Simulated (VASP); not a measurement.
# TaRu2 (Fd-3m) in VASP: further runs

TaRu2 is run at these levels: PBE; tasks: single point.

All numbers are computed with VASP 6.6.1; they aren't measurements. Logs are shortened: lines on timing, memory, paths and dates and some standing lists are left out, and cuts for length are marked.

## 1. The cell of the first run

Symmetry: Fd-3m, No. 227, cubic system. Conventional cell: a = 7.234 Å, b = 7.234 Å, c = 7.234 Å, α = 90.00°, β = 90.00°, γ = 90.00°. Ta (site symmetry -43m) has 12 Ru at 3.00 Å and 4 Ta at 3.13 Å within 3.9 Å. Ru (site symmetry -3m) has 6 Ru at 2.56 Å and 6 Ta at 3.00 Å within 3.4 Å.

The cell was generated, and may not be a known phase.

## 2. Single point, PBE

The input, INCAR:

```
  ALGO = Fast
  EDIFF = 1E-6
  ENCUT = 520
  GGA = PE
  ISIF = 2
  ISMEAR = 0
  LASPH = T
  LCHARG = F
  LREAL = F
  LWAVE = F
  NBANDS = 48
  NELM = 80
  PREC = Accurate
  SIGMA = 0.1
```

The input, KPOINTS:

```
k-points
0
Gamma
  4 4 4
```

The input, POSCAR:

```
TaRu2
1.0
    0.0000000000      3.6168374300      3.6168374300
    3.6168374300      0.0000000000      3.6168374300
    3.6168374300      3.6168374300      0.0000000000
Ta Ru
2 4
Direct
    0.0000000000      0.0000000000      0.0000000000
    0.2500000000      0.2500000000      0.2500000000
    0.6250000000      0.6250000000      0.6250000000
    0.1250000000      0.6250000000      0.6250000000
    0.6250000000      0.6250000000      0.1250000000
    0.6250000000      0.1250000000      0.6250000000
```

Potentials or basis: VASP PAW PBE potentials, release 64 (Ta_pv, Ru_pv).

Run with:

```console
> cat potpaw_PBE.64/Ta_pv/POTCAR potpaw_PBE.64/Ru_pv/POTCAR > POTCAR
> mpirun -np 1 vasp_std > vasp.out
```

OUTCAR:

```text
EDIFF = 1E-6
   ENCUT = 520
   GGA = PE
   ISIF = 2
   ISMEAR = 0
   LASPH = T
   LREAL = F
   NELM = 80
   PREC = Accurate

 ion  position               nearest neighbor table
   1  0.000  0.000  0.000-   3 3.00   5 3.00   6 3.00   3 3.00   4 3.00   5 3.00   3 3.00   4 3.00
                             6 3.00   4 3.00   5 3.00   6 3.00   2 3.13   2 3.13   2 3.13   2 3.13
   2  0.250  0.250  0.250-   4 3.00   5 3.00   6 3.00   3 3.00   4 3.00   6 3.00   3 3.00   4 3.00
                             5 3.00   3 3.00   5 3.00   6 3.00   1 3.13   1 3.13   1 3.13   1 3.13
   3  0.625  0.625  0.625-   4 2.56   5 2.56   6 2.56   5 2.56   6 2.56   4 2.56   1 3.00   2 3.00
                             1 3.00   2 3.00   1 3.00   2 3.00
   4  0.125  0.625  0.625-   3 2.56   5 2.56   6 2.56   3 2.56   5 2.56   6 2.56   2 3.00   1 3.00
                             1 3.00   2 3.00   2 3.00   1 3.00
   5  0.625  0.625  0.125-   3 2.56   3 2.56   4 2.56   6 2.56   6 2.56   4 2.56   1 3.00   2 3.00
                             1 3.00   2 3.00   1 3.00   2 3.00
   6  0.625  0.125  0.625-   3 2.56   5 2.56   3 2.56   4 2.56   5 2.56   4 2.56   2 3.00   1 3.00
                             2 3.00   2 3.00   1 3.00   1 3.00

  LATTYP: Found a face centered cubic cell.
 ALAT       =     7.2336748600

  Lattice vectors:

 A1 = (   0.0000000000,   3.6168374300,   3.6168374300)
 A2 = (   3.6168374300,   0.0000000000,   3.6168374300)
 A3 = (   3.6168374300,   3.6168374300,   0.0000000000)

Analysis of symmetry for initial positions (statically):
=====================================================================
 Subroutine PRICEL returns:
 Original cell was already a primitive cell.

 Routine SETGRP: Setting up the symmetry group for a
 face centered cubic supercell.

 Subroutine GETGRP returns: Found 48 space group operations
 (whereof 24 operations were pure point group operations)
 out of a pool of 48 trial point group operations.

The static configuration has the point symmetry T_d .
 The point group associated with its full space group is O_h .

Analysis of symmetry for dynamics (positions and initial velocities):
=====================================================================
 Subroutine PRICEL returns:
 Original cell was already a primitive cell.

 Routine SETGRP: Setting up the symmetry group for a
 face centered cubic supercell.

 Subroutine GETGRP returns: Found 48 space group operations
 (whereof 24 operations were pure point group operations)
 out of a pool of 48 trial point group operations.

The dynamic configuration has the point symmetry T_d .
 The point group associated with its full space group is O_h .

 Subroutine INISYM returns: Found 48 space group operations
 (whereof 24 operations are pure point group operations),
 and found     1 'primitive' translations

----------------------------------------------------------------------------------------

                                     Primitive cell

  volume of cell :      94.6274

  direct lattice vectors                    reciprocal lattice vectors
     0.000000000  3.616837430  3.616837430    -0.138242321  0.138242321  0.138242321
     3.616837430  0.000000000  3.616837430     0.138242321 -0.138242321  0.138242321
     3.616837430  3.616837430  0.000000000     0.138242321  0.138242321 -0.138242321

  length of vectors
     5.114980546  5.114980546  5.114980546     0.239442723  0.239442723  0.239442723

  position of ions in fractional coordinates (direct lattice)
     0.000000000  0.000000000  0.000000000
     0.250000000  0.250000000  0.250000000
     0.625000000  0.625000000  0.625000000
     0.125000000  0.625000000  0.625000000
     0.625000000  0.625000000  0.125000000
     0.625000000  0.125000000  0.625000000

  ion indices of the primitive-cell ions
   primitive index   ion index
                 1           1
                 2           2
                 3           3
                 4           4
                 5           5
                 6           6

----------------------------------------------------------------------------------------

 KPOINTS: k-points

Automatic generation of k-mesh.
 Grid dimensions read from file:
 generate k-points for:    4    4    4

 Generating k-lattice:

  Cartesian coordinates                     Fractional coordinates (reciprocal lattice)
    -0.034560580  0.034560580  0.034560580     0.250000000  0.000000000  0.000000000
     0.034560580 -0.034560580  0.034560580     0.000000000  0.250000000  0.000000000
     0.034560580  0.034560580 -0.034560580     0.000000000  0.000000000  0.250000000

  Length of vectors
     0.059860681  0.059860681  0.059860681

  Shift w.r.t. Gamma in fractional coordinates (k-lattice)
     0.000000000  0.000000000  0.000000000

 Subroutine IBZKPT returns following result:
 ===========================================

 Found      8 irreducible k-points:

 Following reciprocal coordinates:
            Coordinates               Weight
  0.000000  0.000000  0.000000      1.000000
  0.250000  0.000000  0.000000      8.000000
  0.500000  0.000000  0.000000      4.000000
  0.250000  0.250000  0.000000      6.000000
  0.500000  0.250000  0.000000     24.000000
 -0.250000  0.250000  0.000000     12.000000
  0.500000  0.500000  0.000000      3.000000
 -0.250000  0.500000  0.250000      6.000000
   k-points           NKPTS =      8   k-points in BZ     NKDIM =      8   number of bands    NBANDS=     48
   number of dos      NEDOS =    301   number of ions     NIONS =      6
   total plane-waves  NPLWV =  64000
   dimension x,y,z NGX =    40 NGY =   40 NGZ =   40
   dimension x,y,z NGXF=    80 NGYF=   80 NGZF=   80
   ions per type =               2   4
   NGX,Y,Z   is equivalent  to a cutoff of  13.00, 13.00, 13.00 a.u.
   NGXF,Y,Z  is equivalent  to a cutoff of  26.00, 26.00, 26.00 a.u.
 SYSTEM =  unknown system
   PREC   = accura    normal or accurate (medium, high low for compatibility)
   ISTART =      0    job   : 0-new  1-cont  2-samecut
   ICHARG =      2    charge: 1-file 2-atom 10-const
   ISPIN  =      1    spin polarized calculation?
   LNONCOLLINEAR =      F non collinear calculations
   LSORBIT =      F    spin-orbit coupling
   LASPH  =      T    aspherical Exc in radial PAW
   ENCUT  =  520.0 eV  38.22 Ry    6.18 a.u.   9.51  9.51  9.51*2*pi/ulx,y,z
   NELM   =     80;   NELMIN=  2; NELMDL= -5     # of ELM steps
   EDIFF  = 0.1E-05   stopping-criterion for ELM
   LREAL  =      F    real-space projection
   EDIFFG = 0.1E-04   stopping-criterion for IOM
   NSW    =      0    number of steps for IOM
   IBRION =     -1    ionic relax: 0-MD 1-quasi-New 2-CG
   NFREE  =      0    steps in history (QN), initial steepest desc. (CG)
   ISIF   =      2    stress and relaxation
   ISYM   =      2    0-nonsym 1-usesym 2-fastsym
   POTIM  = 0.5000    time-step for ionic-motion
   TEBEG  =    0.0;   TEEND  =   0.0 temperature during run
   PSTRESS=    0.0 pullay stress
   NELECT =      78.0000    total number of electrons
   NUPDOWN=      -1.0000    fix difference up-down
   EMIN   =  10.00;   EMAX   =-10.00  energy-range for DOS
   EFERMI =   0.00;   METHOD = LEGACY
   ISMEAR =     0;   SIGMA  =   0.10  broadening in eV -4-tet -1-fermi 0-gaus
   EFERMI_NEDOS =   21; number of points for ismear=-14 and -15
   IALGO  =     68    algorithm
   IMIX   =      4    mixing-type and parameters
     AMIX     =   0.40;   BMIX     =  1.00
     AMIX_MAG =   1.60;   BMIX_MAG =  1.00
  volume/ion in A,a.u.               =      15.77       106.43
  Fermi-wavevector in a.u.,A,eV,Ry     =   1.534973  2.900678 32.057255  2.356142
  Thomas-Fermi vector in A             =   2.641826
   LORBIT       =      0    0 simple, 1 ext, 2 COOP (PROOUT), +10 PAW based schemes
   GGA     = PE    functional components
   LHFCALC =     F    Hartree Fock is set to
   AEXX    =    0.0000 exact exchange contribution
   IVDW    =     0    specifies the selected vdW correction
   LEPSILON=     F    determine dielectric tensor
   LRPA    =     F    only Hartree local field effects (RPA)
 non-spin polarized calculation
 RMM-DIIS sequential band-by-band and
 Gauss-broadening in eV      SIGMA  =   0.10
  energy-cutoff  :      520.00
  volume of cell :       94.63
 maximum number of plane-waves:      2637
 NGX is ok and might be reduce to    40
   NGX = 19   NGY = 19   NGZ = 19

 number of electron      78.0000016 magnetization

 Free energy of the ion-electron system (eV)
  ---------------------------------------------------
  ext. energy  EPLUGINS =         0.00000000
  ---------------------------------------------------
  free energy    TOTEN  =       -60.83176007 eV

  energy without entropy =      -60.78910279  energy(sigma->0) =      -60.81043143

 E-fermi :   9.6646     XC(G=0): -13.2398

 val. band max:        9.5771599348   @ k =   0.5000   0.2500   0.0000
 cond. band min:       9.6887345999   @ k =  -0.2500   0.2500   0.0000
 fundamental gap:      0.1115746651
 Fermi energy:         9.6645555660

 k-point     1 :       0.0000    0.0000    0.0000
  band No.  band energies     occupation
      1     -34.1990      2.00000
      2     -33.5624      2.00000
      3     -33.5624      2.00000
      4     -33.5624      2.00000
      5     -33.3616      2.00000
      6     -33.3616      2.00000
[... 40 lines left out ...]
     47      12.3646      0.00000
     48      12.3646      0.00000

 k-point     2 :       0.2500    0.0000    0.0000
  band No.  band energies     occupation
      1     -34.0852      2.00000
      2     -33.5202      2.00000
      3     -33.5136      2.00000
      4     -33.5136      2.00000
      5     -33.3256      2.00000
      6     -33.3256      2.00000
[... 40 lines left out ...]
     47      12.3643      0.00000
     48      13.3226      0.00000

 k-point     3 :       0.5000    0.0000    0.0000
  band No.  band energies     occupation
      1     -33.9576      2.00000
      2     -33.4758      2.00000
      3     -33.4758      2.00000
      4     -33.3102      2.00000
      5     -33.2863      2.00000
      6     -33.1777      2.00000
[... 244 lines left out ...]
     47      12.4822      0.00000
     48      12.4836      0.00000

 k-point     8 :      -0.2500    0.5000    0.2500
  band No.  band energies     occupation
      1     -33.6773      2.00000
      2     -33.6773      2.00000
      3     -33.3776      2.00000
      4     -33.3776      2.00000
      5     -33.2064      2.00000
      6     -33.2064      2.00000
[... 40 lines left out ...]
     47      12.4549      0.00000
     48      12.5453      0.00000

------------------------ aborting loop because EDIFF is reached ----------------------------------------

  FORCE on cell =-STRESS in cart. coord.  units (eV):
  Direction    XX          YY          ZZ          XY          YZ          ZX
  --------------------------------------------------------------------------------------
  -------------------------------------------------------------------------------------
  Total       -1.9563285     -1.9563285     -1.9563285     -0.0000000     -0.0000000     -0.0000000
  in kB      -33.1234376    -33.1234376    -33.1234376     -0.0000000     -0.0000000     -0.0000000
  external PRESSURE =     -33.1234376 kB  Pullay stress =       0.0000000 kB

 VOLUME and BASIS-vectors are now :
 -----------------------------------------------------------------------------
  energy-cutoff  :      520.00
  volume of cell :       94.63
      direct lattice vectors                 reciprocal lattice vectors
     0.000000000  3.616837430  3.616837430    -0.138242321  0.138242321  0.138242321
     3.616837430  0.000000000  3.616837430     0.138242321 -0.138242321  0.138242321
     3.616837430  3.616837430  0.000000000     0.138242321  0.138242321 -0.138242321

 POSITION                                       TOTAL-FORCE (eV/Angst)
 -----------------------------------------------------------------------------------
      0.00000      0.00000      0.00000        -0.000000     -0.000000     -0.000000
      1.80842      1.80842      1.80842         0.000000      0.000000      0.000000
      4.52105      4.52105      4.52105        -0.000000      0.000000      0.000000
      4.52105      2.71263      2.71263        -0.000000      0.000000      0.000000
      2.71263      2.71263      4.52105        -0.000000      0.000000      0.000000
      2.71263      4.52105      2.71263        -0.000000      0.000000      0.000000
 -----------------------------------------------------------------------------------
    total drift:                                0.000000      0.000000      0.000000

  FREE ENERGIE OF THE ION-ELECTRON SYSTEM (eV)
  ---------------------------------------------------
  free  energy   TOTEN  =       -60.8317600730 eV

  energy  without entropy=      -60.7891027892  energy(sigma->0) =      -60.81043143
```

It took 82 s on 1 thread of Intel Xeon Platinum 8259CL at 2.50GHz (Skylake/Cascade Lake), shared host; peak memory 0.24 GiB.

Results:

```yaml
Free_energy: -60.8318 eV
Pressure: -3.3 GPa
Band_gap_on_the_k_mesh: zero (bands 39 and 40 overlap by 0.70 eV)
```

Levels at points of the mesh, in eV from the Fermi level:
```csv
k point,band 36,band 37,band 38,band 39,band 40,band 41,band 42,band 43
"(0.00, 0.00, 0.00)",-0.77,-0.53,-0.53,-0.28,-0.28,-0.28,1.62,1.62
"(0.50, 0.00, 0.00)",-0.50,-0.42,-0.10,-0.10,0.11,0.11,0.38,0.38
"(0.50, 0.50, 0.00)",-2.26,-0.27,-0.27,-0.25,-0.25,-0.20,-0.20,1.32
```

Caveat: the k points lie up to 0.38 Å⁻¹ apart, too coarse for converged energies and pressures of a metal; spin-orbit coupling is left out, which moves the levels of the heavy elements.

## 3. Single point, PBE

This run uses another cell than the first one, of 15.58 Å³/atom.

The input, INCAR:

```
SYSTEM = TaRu2
PREC = Accurate ; ENCUT = 520
EDIFF = 1E-6 ; ISMEAR = 0
SIGMA = 0.1 ; LREAL = .False.
LASPH = .True. ; NELM = 100
ALGO = Fast ; ISIF = 2
LWAVE = .False. ; LCHARG = .True.
GGA = PE ; LELF = .True.
LVHAR = .True. ; NBANDS = 48
```

The input, KPOINTS:

```
Automatic mesh
0
Gamma
  10 10 10
  0 0 0
```

POSCAR, as its differences from that of step 2:

```diff
@@ -2,5 +2,5 @@
 1.0
-    0.0000000000      3.6168374300      3.6168374300
-    3.6168374300      0.0000000000      3.6168374300
-    3.6168374300      3.6168374300      0.0000000000
+    0.0000000000      3.6018878585      3.6018878585
+    3.6018878585      0.0000000000      3.6018878585
+    3.6018878585      3.6018878585      0.0000000000
 Ta Ru
```

Potentials or basis: VASP PAW PBE potentials, release 64 (Ta_pv, Ru_pv).

Run with:

```console
> cat potpaw_PBE.64/Ta_pv/POTCAR potpaw_PBE.64/Ru_pv/POTCAR > POTCAR
> mpirun -np 1 vasp_std > vasp.out
```

Wall time 6.8 min (1 thread of Intel Xeon Platinum 8259CL at 2.50GHz (Skylake/Cascade Lake), shared host); peak memory 0.34 GiB.

The run converged. Its results:

- Free energy: -60.8859 eV
- Pressure: 0.0 GPa
- Band gap on the k mesh: zero (bands 39 and 40 overlap by 0.59 eV)

Levels at points of the mesh, in eV from the Fermi level:
```csv
k point,band 37,band 38,band 39,band 40,band 41,band 42
"(0.00, 0.00, 0.00)",-0.57,-0.57,-0.30,-0.30,-0.30,1.61
"(0.50, 0.00, 0.00)",-0.44,-0.13,-0.13,0.07,0.07,0.37
"(0.50, 0.50, 0.00)",-0.34,-0.34,-0.30,-0.30,-0.22,-0.22
```

Caveat: spin-orbit coupling is left out, which moves the levels of the heavy elements.

The gap in the log of VASP goes by the Fermi energy; the results here count the filled bands.